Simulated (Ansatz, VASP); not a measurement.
## One calculation of NbAs, two programs

```xyz
2
Lattice="3.4509 -0.4123 -0.0687 -1.3246 3.1887 -0.2167 -0.1267 -1.7294 3.6124" Properties=species:S:1:pos:R:3 pbc="T T T"
Nb    0.9998    0.5235    1.6635
As   -0.6623    1.5943   -0.1083
```

Alike in both runs: functional PBE; k mesh 6 × 6 × 5; occupations gaussian, width 0.2 eV; no spin polarisation.

Ansatz relaxed the structure, and its values are those at the end. VASP's run is a single point on that final structure, the one shown.

```csv
,VASP,Ansatz
version,VASP 6.6.1,Ansatz 0.2.0
potentials or method,"VASP PAW PBE potentials, release 64 (Nb_sv, As), cutoff 500 eV","scalar-relativistic, plane waves, PAW"
valence electrons in the cell,18,28
```

|  | VASP | Ansatz | Ansatz less VASP |
| --- | --- | --- | --- |
| gap on the k mesh at the Fermi level (eV) | none | none | - |
| pressure (GPa) | 0.2 | 0.2 | 0.00 |

A gap of «none» marks a metal or a gap that the smearing closes. VASP's potentials hold 18 valence electrons a cell and Ansatz's 28, so a difference there can come from the potentials and not from the codes.

The k mesh is coarse, so the values compare programs but aren't converged.
